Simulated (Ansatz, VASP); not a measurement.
# Two plane-wave programs on GaGe

```xyz
2
Lattice="0.0000 2.7530 2.8978 2.7530 0.0000 2.8978 2.7530 2.7530 0.0000" Properties=species:S:1:pos:R:3 pbc="T T T"
Ga    4.1294    4.1294    4.3468
Ge    0.0000    0.0000    0.0000
```

Change from the starting cell: strain -0.050 along x and y, +0.000 along z, atoms carried along.

Alike in both runs: task single point; functional PBEsol; k mesh 14 × 14 × 14; occupations gaussian, width 0.15 eV; no spin polarisation.

|  | VASP | Ansatz |
| --- | --- | --- |
| version | VASP 6.6.1 | Ansatz 0.2.0 |
| potentials or method | VASP PAW PBE potentials, release 64 (Ga_d, Ge_d), cutoff 520 eV | scalar-relativistic, plane waves, PAW |
| valence electrons in the cell | 27 | 27 |

|  | VASP | Ansatz | Ansatz less VASP |
| --- | --- | --- | --- |
| gap on the k mesh at the Fermi level (eV) | none | none | - |
| pressure (GPa) | 3.2 | 3.2 | +0.02 |
| traceless stress, the component that is largest in VASP (GPa) | 0.45 | 0.45 | +0.001 |

VASP's potentials were made for PBE, not for PBEsol. A gap of «none» marks a metal or a gap that the smearing closes.
